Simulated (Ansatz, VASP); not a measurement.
BiTe: VASP beside Ansatz

INCAR

```
SYSTEM = BiTe
PREC     = Accurate       ! precision mode
ENCUT    = 600            ! plane-wave cutoff, eV
EDIFF    = 1E-6           ! SCF threshold, eV
ISMEAR   = -1             ! smearing method
SIGMA    = 0.05           ! smearing width, eV
LREAL    = .FALSE.        ! projectors in reciprocal space
LASPH    = .TRUE.         ! aspherical terms in the spheres
NELM     = 60             ! most SCF steps
ALGO     = Normal         ! electronic algorithm
ISIF     = 3              ! what is computed and relaxed
LWAVE    = .FALSE.        ! write WAVECAR
LCHARG   = .FALSE.        ! write CHGCAR
GGA      = PE             ! functional
IBRION   = 2              ! ionic algorithm
NSW      = 60             ! ionic steps
EDIFFG   = -0.01          ! ionic threshold
```

The input KPOINTS:

```
Automatic mesh
0
G
  7 7 7
  0 0 0
```

File POSCAR:

```
BiTe
1.0
    0.0000000000      3.2350000000      3.2350000000
    3.2350000000      0.0000000000      3.2350000000
    3.2350000000      3.2350000000      0.0000000000
Bi Te
1 1
Direct
    0.0000000000      0.0000000000      0.0000000000
    0.5000000000      0.5000000000      0.5000000000
```

The input input.yaml:

```yaml
crystal:
  lattice:
    - [0.0, 3.235, 3.235]
    - [3.235, 0.0, 3.235]
    - [3.235, 3.235, 0.0]
  atoms:
    - { symbol: Bi, position: [0.0, 0.0, 0.0] }
    - { symbol: Te, position: [0.5, 0.5, 0.5] }
hamiltonian:
  xc: pbe
  pseudopotentials: { kind: paw }
kpoints:
  mp_grid: { grid: [7, 7, 7] }
scf:
  occupations: { method: fermi_dirac, width: 0.05 }
output:
  forces: true
  stress: true
  eigenvalues: true
  write_density: true
  write_potential: true
  elf: true
  volumetric_format: npy
relax:
  f_tol: 0.01
  max_steps: 40
  cell: { stress_tol: 0.05 }
```

Alike in both runs: task relaxation of cell and atoms; functional PBE; k mesh 7 × 7 × 7; occupations fermi-dirac, width 0.05 eV; no spin polarisation.

|  | VASP | Ansatz |
| --- | --- | --- |
| version | VASP 6.6.1 | Ansatz 0.2.0 |
| potentials or method | VASP PAW PBE potentials, release 64 (Bi_d, Te) | Ansatz PAW |
| plane-wave cutoff (eV) | 600 | 420 |
| valence electrons in the cell | 21 | 31 |

|  | VASP | Ansatz | Ansatz less VASP |
| --- | --- | --- | --- |
| gap on the k mesh at the Fermi level, each at its own relaxed structure (eV) | none | none | - |
| relaxed volume (Å³/atom) | 34.48 | 34.51 | +0.031 |
| relaxed cell length with the largest relative difference (Å) | 4.603 | 4.604 | +0.0014 |

A gap of «none» marks a metal or a gap that the smearing closes. VASP's potentials hold 21 valence electrons a cell and Ansatz's 31, so a difference there can come from the potentials and not from the codes.

Spin-orbit coupling is off throughout. Noted on Ansatz's run: the plane-wave basis is chosen anew once the cell has moved, so the energies of steps on either side of that aren't comparable.
